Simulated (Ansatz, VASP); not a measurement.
ZnCu2SnS4 in VASP and in Ansatz

```xyz
8
Lattice="-2.7051 2.7051 5.4112 2.7051 -2.7051 5.4112 2.7051 2.7051 -5.4112" Properties=species:S:1:pos:R:3 pbc="T T T"
Zn    0.0000    2.7051    2.7056
Cu    0.0000    0.0000    0.0000
Cu    2.7051    0.0000    2.7056
Sn    0.0000    0.0000    5.4112
S     1.3106    1.2732    1.3960
S     1.3945    1.4319    6.8072
S     1.4319   -1.3945    4.0152
S     1.2732    4.0997   -1.3960
```

Alike in both runs: task single point; functional r2SCAN; k mesh 6 × 6 × 6; occupations gaussian, width 0.1 eV; no spin polarisation.

|  | VASP | Ansatz |
| --- | --- | --- |
| version | VASP 6.6.1 | Ansatz 0.2.0 |
| potentials or method | VASP PAW PBE potentials, release 64 (Zn, Cu, Sn_d, S), cutoff 660 eV | scalar-relativistic, plane waves, PAW |
| valence electrons in the cell | 72 | 88 |

Ansatz gave:

| Quantity | Value |
| --- | --- |
| gap on the k mesh at the Fermi level (eV) | 0.48 |
| least direct gap on the mesh (eV) | 0.48 |
| pressure (GPa) | 0.1 |
| rms of the force components (eV/Å) | 0.009 |

Task: Which values does VASP return?

Result: gap on the k mesh at the Fermi level (eV): 0.50; least direct gap on the mesh (eV): 0.50; pressure (GPa): 0.1; rms of the force components (eV/Å): 0.012.

VASP's potentials were made for PBE, not for r2SCAN. Atom by atom the forces differ by 0.007 eV/Å (rms over components). The functional is the same, so the differences come from potentials, cutoffs and numerics. VASP's potentials hold 72 valence electrons a cell and Ansatz's 88, so a difference there can come from the potentials and not from the codes.
